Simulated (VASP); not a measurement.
# CaO (Fm-3m) in VASP: a series of runs, part 3 of 3

VASP 6.6.1.

## Step 5: Vibrations by perturbation theory, LDA

This run uses another cell than the first one, of 12.67 Å³/atom, 1.068 times its volume.

Input file INCAR:

```
SYSTEM = CaO
  PREC = Accurate
  ENCUT = 520
  EDIFF = 1E-8
  ISMEAR = 0
  SIGMA = 0.01
  LREAL = .FALSE.
  LASPH = .TRUE.
  NELM = 60
  ALGO = Normal
  ISIF = 2
  LWAVE = .FALSE.
  LCHARG = .FALSE.
  GGA = CA
  IBRION = 8
  NSW = 1
```

Input file KPOINTS:

```
Automatic mesh
0
G
  8 8 8
  0 0 0
```

Input file POSCAR:

```
CaO
1.0
    2.3312020207      2.3312020207      0.0000000000
   -2.3312020207      2.3312020207      0.0000000000
    0.0000000000      2.3312020207      2.3312020207
Ca O
1 1
Direct
    0.0000000000      0.0000000000      0.0000000000
    0.5000000000      0.5000000000      0.0000000000
```

Potentials or basis: VASP PAW LDA potentials, release 64 (Ca_sv, O).

On the command line:

```sh
$ cat potpaw_LDA.64/Ca_sv/POTCAR potpaw_LDA.64/O/POTCAR > POTCAR
$ mpirun -np 1 vasp_std > vasp.out
```

OUTCAR:

```text
SYSTEM = CaO
   PREC = Accurate
   ENCUT = 520
   EDIFF = 1E-8
   ISMEAR = 0
   LREAL = .FALSE.
   LASPH = .TRUE.
   NELM = 60
   ISIF = 2
   GGA = CA
   IBRION = 8
   NSW = 1

 ion  position               nearest neighbor table
   1  0.000  0.000  0.000-   2 2.33   2 2.33   2 2.33   2 2.33   2 2.33   2 2.33
   2  0.500  0.500  0.000-   1 2.33   1 2.33   1 2.33   1 2.33   1 2.33   1 2.33

  LATTYP: Found a face centered cubic cell.
 ALAT       =     4.6624040414

  Lattice vectors:

 A1 = (   0.0000000000,   2.3312020207,   2.3312020207)
 A2 = (   2.3312020207,   0.0000000000,   2.3312020207)
 A3 = (   2.3312020207,   2.3312020207,   0.0000000000)

Analysis of symmetry for initial positions (statically):
=====================================================================
 Subroutine PRICEL returns:
 Original cell was already a primitive cell.

 Routine SETGRP: Setting up the symmetry group for a
 face centered cubic supercell.

 Subroutine GETGRP returns: Found 48 space group operations
 (whereof 48 operations were pure point group operations)
 out of a pool of 48 trial point group operations.

The static configuration has the point symmetry O_h .

Analysis of symmetry for dynamics (positions and initial velocities):
=====================================================================
 Subroutine PRICEL returns:
 Original cell was already a primitive cell.

 Routine SETGRP: Setting up the symmetry group for a
 face centered cubic supercell.

 Subroutine GETGRP returns: Found 48 space group operations
 (whereof 48 operations were pure point group operations)
 out of a pool of 48 trial point group operations.

The dynamic configuration has the point symmetry O_h .

 Subroutine INISYM returns: Found 48 space group operations
 (whereof 48 operations are pure point group operations),
 and found     1 'primitive' translations

----------------------------------------------------------------------------------------

                                     Primitive cell

  volume of cell :      25.3378

  direct lattice vectors                    reciprocal lattice vectors
     2.331202021  2.331202021  0.000000000     0.214481626  0.214481626 -0.214481626
    -2.331202021  2.331202021  0.000000000    -0.214481626  0.214481626 -0.214481626
     0.000000000  2.331202021  2.331202021     0.000000000  0.000000000  0.428963252

  length of vectors
     3.296817514  3.296817514  3.296817514     0.371493074  0.371493074  0.428963252

  position of ions in fractional coordinates (direct lattice)
     0.000000000  0.000000000  0.000000000
     0.500000000  0.500000000  0.000000000

  ion indices of the primitive-cell ions
   primitive index   ion index
                 1           1
[... 132 lines left out ...]
  band No.  band energies     occupation
      1     -34.1492      2.00000
      2     -15.1106      2.00000
      3     -15.1106      2.00000
      4     -15.1106      2.00000
      5     -12.8173      2.00000
      6       2.5710      2.00000
      7       2.5710      2.00000
      8       2.5710      2.00000
      9       7.9106      0.00000
     10       8.8795      0.00000
     11       8.8795      0.00000
     12       8.8795      0.00000
[... 331 lines left out ...]
 k-point    24 :       0.5000    0.2500    0.1250
  band No.  band energies     occupation
      1     -33.9564      2.00000
      2     -16.4351      2.00000
      3     -15.4548      2.00000
      4     -15.2893      2.00000
      5     -11.5381      2.00000
      6       0.3216      2.00000
      7       1.3328      2.00000
      8       1.3569      2.00000
      9       9.5611      0.00000
     10       9.6319      0.00000
     11      11.8245      0.00000
     12      12.1940      0.00000

 [... further k-points ...]
[... 5 lines left out ...]
  --------------------------------------------------------------------------------------
  -------------------------------------------------------------------------------------
  Total        0.8085383      0.8085383      0.8085383     -0.0000000     -0.0000000     -0.0000000
  in kB       51.1259579     51.1259579     51.1259579     -0.0000000     -0.0000000     -0.0000000
  external PRESSURE =      51.1259579 kB  Pullay stress =       0.0000000 kB

 VOLUME and BASIS-vectors are now :
 -----------------------------------------------------------------------------
  energy-cutoff  :      520.00
  volume of cell :       25.34
      direct lattice vectors                 reciprocal lattice vectors
     2.331202021  2.331202021  0.000000000     0.214481626  0.214481626 -0.214481626
    -2.331202021  2.331202021  0.000000000    -0.214481626  0.214481626 -0.214481626
     0.000000000  2.331202021  2.331202021     0.000000000  0.000000000  0.428963252

 POSITION                                       TOTAL-FORCE (eV/Angst)
 -----------------------------------------------------------------------------------
      0.00000      0.00000      0.00000         0.000000     -0.000000      0.000000
      0.00000      2.33120      0.00000        -0.000000      0.000000      0.000000
 -----------------------------------------------------------------------------------
    total drift:                               -0.000000      0.000000     -0.000000

  FREE ENERGIE OF THE ION-ELECTRON SYSTEM (eV)
  ---------------------------------------------------
  free  energy   TOTEN  =       -14.2054876084 eV

  energy  without entropy=      -14.2054876084  energy(sigma->0) =      -14.20548761

[... ionic steps 2 to 3 ...]

--------------------------------------- Ionic step        4  -------------------------------------------

------------------------ aborting loop because EDIFF is reached ----------------------------------------

[... ionic steps 5 to 6 ...]

--------------------------------------- Ionic step        7  -------------------------------------------

 Free energy of the ion-electron system (eV)
  ---------------------------------------------------
  ---------------------------------------------------
  free energy    TOTEN  =        -0.35692167 eV

  energy without entropy =       -0.35692167

------------------------ aborting loop because EDIFF is reached ----------------------------------------

 INTERNAL STRAIN TENSOR  FOR ION    2  DIRECTION 1   (eV/Angst):
 -----------------------------------------------------------------------------
    -0.01952 -0.00000 -0.00000
     0.00000  0.01260  0.00000
    -0.00000  0.00000  0.01260

 INTERNAL STRAIN TENSOR FOR ION    2 for displacements in x,y,z  (eV/Angst):
          X           Y           Z          XY          YZ          ZX
  --------------------------------------------------------------------------------
  x     0.00000     0.00000     0.00000     0.00000     0.00000     0.00000
  y     0.00000     0.00000     0.00000     0.00000     0.00000     0.00000
  z     0.00000     0.00000     0.00000     0.00000     0.00000     0.00000

 SECOND DERIVATIVES (NOT SYMMETRIZED)
 ------------------------------------
               1X          1Y          1Z          2X          2Y          2Z
  1X    -4.347579    0.000000    0.000000    4.347579    0.000000    0.000000
  1Y     0.000000   -4.347579    0.000000    0.000000    4.347579    0.000000
  1Z     0.000000    0.000000   -4.347579    0.000000    0.000000    4.347579
  2X     4.292524    0.000000   -0.000000   -4.292524   -0.000000    0.000000
  2Y    -0.000000    4.292524    0.000000    0.000000   -4.292524   -0.000000
  2Z     0.000000    0.000000    4.292524   -0.000000   -0.000000   -4.292524

 Eigenvectors and eigenvalues of the dynamical matrix
 ----------------------------------------------------

   1 f  =    9.595891 THz    60.292764 2PiTHz  320.084482 cm-1    39.685400 meV
             X         Y         Z           dx          dy          dz
      0.000000  0.000000  0.000000     0.000000    0.536588   -0.000000
      0.000000  2.331202  0.000000     0.000000   -0.843845    0.000000
[... 21 lines left out ...]
   6 f/i=    0.027686 THz     0.173959 2PiTHz    0.923517 cm-1     0.114502 meV
             X         Y         Z           dx          dy          dz
      0.000000  0.000000  0.000000    -0.000000   -0.000000   -0.843845
      0.000000  2.331202  0.000000    -0.000000    0.000000   -0.536588

--------------------------------------------------------------------------------------------------------

 ELASTIC MODULI CONTR FROM IONIC RELAXATION (kBar)
 Direction    XX          YY          ZZ          XY          YZ          ZX
 --------------------------------------------------------------------------------
 XX           0.0000      0.0000      0.0000      0.0000      0.0000      0.0000
 YY           0.0000      0.0000      0.0000      0.0000      0.0000      0.0000
 ZZ           0.0000      0.0000      0.0000      0.0000      0.0000      0.0000
 XY           0.0000      0.0000      0.0000      0.0000      0.0000      0.0000
 YZ           0.0000      0.0000      0.0000      0.0000      0.0000      0.0000
 ZX           0.0000      0.0000      0.0000      0.0000      0.0000      0.0000
 --------------------------------------------------------------------------------
```

OSZICAR:

```text
N       E                     dE             d eps       ncg     rms          rms(c)
DAV:   1     0.130115074019E+03    0.13012E+03   -0.88020E+03   696   0.138E+03
DAV:   2    -0.993541558934E+01   -0.14005E+03   -0.13202E+03   844   0.341E+02
[... 54 lines left out ...]
RMM:   8    -0.356920850166E+00   -0.51895E-05    0.27946E-06  3070   0.364E-03    0.309E-04
RMM:   9    -0.356921773531E+00   -0.92337E-06    0.12949E-06  3170   0.164E-03    0.628E-05
RMM:  10    -0.356921332402E+00    0.44113E-06   -0.21458E-07  3112   0.710E-04    0.323E-05
RMM:  11    -0.356921615574E+00   -0.28317E-06   -0.29021E-07  3241   0.325E-04    0.133E-05
RMM:  12    -0.356921662795E+00   -0.47221E-07   -0.27973E-07  3164   0.157E-04    0.267E-06
RMM:  13    -0.356921665092E+00   -0.22967E-08   -0.46427E-08  3288   0.717E-05    0.284E-06
 Linear response finished
```

stdout:

```text
POSCAR found type information on POSCAR CaO
 POSCAR found :  2 types and       2 ions
 scaLAPACK will be used
 LDA part: xc-table for (Slater(with rela. corr.)+CA(PZ))
 , standard interpolation
 POSCAR, INCAR and KPOINTS ok, starting setup
 FFT: planning ... GRIDC
 FFT: planning ... GRID_SOFT
 FFT: planning ... GRID
 WAVECAR not read
 entering main loop
 Linear response reoptimize wavefunctions to high precision
 Linear response DOF=           2
 Linear response progress:
 first order change of Fermi-energy  -0.94692E-04
 force on displaced ion       1 direction 1 :  -4.348   0.000   0.000
 Linear response progress:
 first order change of Fermi-energy  -0.35178E-03
 force on displaced ion       2 direction 1 :  -4.293   0.000  -0.000
 Linear response finished
```

Wall time 51 s (1 thread of Intel Xeon 6975P-C (Granite Rapids), shared host); peak memory 0.19 GiB.

Results:

```yaml
Highest_phonon_frequency_at_Γ_LO-TO_splitting_left_out: 320 cm⁻¹
```

Phonon frequencies in cm⁻¹ (negative: imaginary):
| q point | frequencies |
| --- | --- |
| (0.000, 0.000, 0.000) | -1 -1 -1 320 320 320 |

Caveat: the cell wasn't relaxed at this level first, which shifts response properties.
